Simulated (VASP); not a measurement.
**AlN: relaxation of cell and atoms with LDA**

AlN:

```
CELL_PARAMETERS angstrom
0.00000 2.00521 2.00521
2.00521 0.00000 2.00521
2.00521 2.00521 0.00000
ATOMIC_POSITIONS crystal
Al 0.50000 0.50000 0.50000
N 0.00000 0.00000 0.00000
```

```json
{
 "Program": "VASP 6.6.1",
 "Task": "relaxation of cell and atoms",
 "Functional": "LDA",
 "Potentials or basis": "VASP PAW LDA potentials, release 64 (Al, N)",
 "Cutoff": "600 eV",
 "k mesh": "10 × 10 × 10",
 "Occupations": "gaussian, width 0.02 eV",
 "Spin": "no spin polarisation",
 "Dipole correction": "no",
 "Further INCAR settings": "ALGO = Normal; EDIFF = 1e-07; IBRION = 2; EDIFFG = -0.002; NSW = 100; ISIF = 3"
}
```

* Relaxed volume: 8.08 Å³/atom
* Relaxed cell: a = 2.838 Å, b = 2.838 Å, c = 2.838 Å, α = 60.00°, β = 60.00°, γ = 60.00°
* Space group after relaxing (to 0.1 Å): Fm-3m (No. 225)
* Energy gained by relaxing: 0.0 meV/atom
* Ionic steps: 3
* Pressure after relaxing: 0.0 GPa
* Band gap on the k mesh: 4.68 eV (least direct gap 6.10 eV)

Final structure:
```yaml
crystal:
  lattice:
    - [0.00000, 2.00676, 2.00676]
    - [2.00676, 0.00000, 2.00676]
    - [2.00676, 2.00676, 0.00000]
  atoms:
    - { symbol: Al, position: [0.50000, 0.50000, 0.50000] }
    - { symbol: N, position: [0.00000, 0.00000, 0.00000] }
```

Levels at points of the mesh, in eV from the valence-band top:
```tsv
k point	band 2	band 3	band 4	band 5	band 6	band 7
(0.00, 0.00, 0.00)	0.00	0.00	0.00	6.10	12.09	12.09
(0.50, 0.00, 0.00)	-8.49	-1.12	-1.12	6.27	10.98	10.98
(0.50, 0.50, 0.00)	-7.56	-2.87	-2.87	4.68	5.16	14.16
```

It took 4.2 s on 1 thread of Intel(R) Xeon(R) 6975P-C (Granite Rapids) (shared host), peak memory 0.12 GiB.

A k mesh can miss the band edges.
